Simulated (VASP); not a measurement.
**CdTe: single point with PBE**

CdTe:

```
Te Cd
1.0
     0.00000    3.20500    3.20500
     3.20500    0.00000    3.20500
     3.20500    3.20500    0.00000
Te Cd
1 1
Cartesian
  4.8075 4.8075 4.8075
  0.0000 0.0000 0.0000
```

```yaml
Program: VASP 6.6.1
Task: single point
Functional: PBE
Potentials_or_basis: VASP PAW PBE potentials, release 64 (Te, Cd)
Cutoff: 520 eV
k_mesh: 7 × 7 × 7
Occupations: gaussian, width 0.023 eV
Spin: no spin polarisation
Dipole_correction: no
Further_INCAR_settings: ALGO = Normal; EDIFF = 1e-07; NBANDS = 16
```

| Item | Value |
| --- | --- |
| Pressure | 4.4 GPa |
| Band gap on the k mesh | 0.87 eV, direct |

Levels at points of the mesh, in eV from the valence-band top:
```tsv
k point	band 6	band 7	band 8	band 9	band 10	band 11	band 12	band 13
(0.00, 0.00, 0.00)	-8.12	0.00	0.00	0.00	0.87	4.58	4.58	4.58
```

It took 34 s on 1 thread of Intel Xeon 8259CL (shared host), peak memory 0.21 GiB.

Caveat: spin-orbit coupling is left out, which moves the levels of the heavy elements.
